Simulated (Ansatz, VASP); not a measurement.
**One calculation of Si7B, two programs**

```xyz
8
Lattice="5.1566 0.0000 0.0000 0.0000 5.1566 0.0000 0.0000 0.0000 5.1566" Properties=species:S:1:pos:R:3 pbc="T T T"
Si    1.1664    1.1664    1.1664
Si    0.0000    2.5783    2.5783
Si    2.5783    2.5783    0.0000
Si    2.5783    0.0000    2.5783
Si    3.9902    1.1664    3.9902
Si    3.9902    3.9902    1.1664
Si    1.1664    3.9902    3.9902
B     0.0000    0.0000    0.0000
```

Alike in both runs: functional PBE; k mesh 6 × 6 × 6; occupations gaussian, width 0.1 eV; no spin polarisation.

Ansatz relaxed the structure, and its values are those at the end. VASP's run is a single point on that final structure, the one shown.

```csv
,VASP,Ansatz
version,VASP 6.6.1,Ansatz 0.2.0
potentials or method,"VASP PAW PBE potentials, release 64 (Si, B), cutoff 520 eV","scalar-relativistic, plane waves, PAW"
valence electrons in the cell,31,31
```

Ansatz gave:

```
gap on the k mesh at the Fermi level (eV) : none
pressure (GPa)                            : 6.8
rms of the force components (eV/Å)        : 0.000
```

**Question.** Which values does VASP return?

**Answer.** gap on the k mesh at the Fermi level (eV): none; pressure (GPa): 6.7; rms of the force components (eV/Å): 0.005.

A gap of «none» marks a metal or a gap that the smearing closes. The functional is the same, so the differences come from potentials, cutoffs and numerics. Ansatz's warnings: stress scf threshold loose.
